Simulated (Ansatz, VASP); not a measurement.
Ag in VASP and in Ansatz

```
CELL_PARAMETERS angstrom
0.00000 2.00087 2.00087
2.00087 0.00000 2.00087
2.00087 2.00087 0.00000
ATOMIC_POSITIONS crystal
Ag 0.00000 0.00000 0.00000
```

Alike in both runs: functional LDA; k mesh 18 × 18 × 18; occupations gaussian, width 0.1 eV; no spin polarisation.

Ansatz relaxed the structure, and its values are those at the end. VASP's run is a single point on that final structure, the one shown.

|  | VASP | Ansatz |
| --- | --- | --- |
| version | VASP 6.6.1 | Ansatz 0.2.0 |
| potentials or method | VASP PAW LDA potentials, release 64 (Ag), cutoff 520 eV | scalar-relativistic, plane waves, PAW |
| valence electrons in the cell | 11 | 19 |

Ansatz gave:

```
gap on the k mesh at the Fermi level (eV) : none
pressure (GPa)                            : 0.0
```

Task: What did VASP give for the same quantities?

Result: gap on the k mesh at the Fermi level (eV): none; pressure (GPa): 0.2.

LDA's correlation is that of Perdew and Zunger in VASP and of Perdew and Wang (1992) in Ansatz. A gap of «none» marks a metal or a gap that the smearing closes. VASP's potentials hold 11 valence electrons a cell and Ansatz's 19, so a difference there can come from the potentials and not from the codes.
